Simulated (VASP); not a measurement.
Wanted: the native input for a VASP 6.6.1 run.

```
Task                   : single point
Functional             : PBE
Potentials or basis    : VASP PAW PBE potentials, release 64 (K_sv, Cu, Pb_d)
Cutoff                 : 520 eV
k mesh                 : 4 × 4 × 4
Occupations            : gaussian, width 0.1 eV
Spin                   : no spin polarisation
Dipole correction      : no
Further INCAR settings : ALGO = Fast; EDIFF = 1e-06; NBANDS = 40
```

The structure of K4CuPb lies in POSCAR:

```
K4CuPb
1.0
    0.0000000000      4.9337975840      4.9337975840
    4.9337975840      0.0000000000      4.9337975840
    4.9337975840      4.9337975840      0.0000000000
K Cu Pb
4 1 1
Direct
    0.8755817841      0.3748060720      0.3748060720
    0.3748060720      0.3748060720      0.3748060720
    0.3748060720      0.8755817841      0.3748060720
    0.3748060720      0.3748060720      0.8755817841
    0.0000000000      0.0000000000      0.0000000000
    0.7500000000      0.7500000000      0.7500000000
```

The cell was generated, and may not be a known phase.

The input as run:

INCAR

```
SYSTEM = K4CuPb
  ALGO = Fast
  EDIFF = 1E-6
  ENCUT = 520
  GGA = PE
  ISIF = 2
  ISMEAR = 0
  LASPH = .True.
  LCHARG = .True.
  LELF = .True.
  LREAL = .False.
  LVHAR = .True.
  LWAVE = .False.
  NBANDS = 40
  NELM = 80
  PREC = Accurate
  SIGMA = 0.1
```

KPOINTS

```
k-points
0
Gamma
  4 4 4
  0 0 0
```

Potentials or basis: VASP PAW PBE potentials, release 64 (K_sv, Cu, Pb_d).

Command:

```console
$ cat potpaw_PBE.64/K_sv/POTCAR potpaw_PBE.64/Cu/POTCAR potpaw_PBE.64/Pb_d/POTCAR > POTCAR
$ mpirun -np 1 vasp_std > vasp.out
```

It gave:

| Item | Value |
| --- | --- |
| Pressure | 0.3 GPa |
| Band gap on the k mesh | zero (an odd number of electrons rules out a gap without spin polarisation) |

Caveat: spin-orbit coupling is left out, which moves the levels of the heavy elements.

Run time: 3.2 min on 1 thread of Intel(R) Xeon(R) 6975P-C (Granite Rapids), with other jobs on the host, peak memory 0.44 GiB.
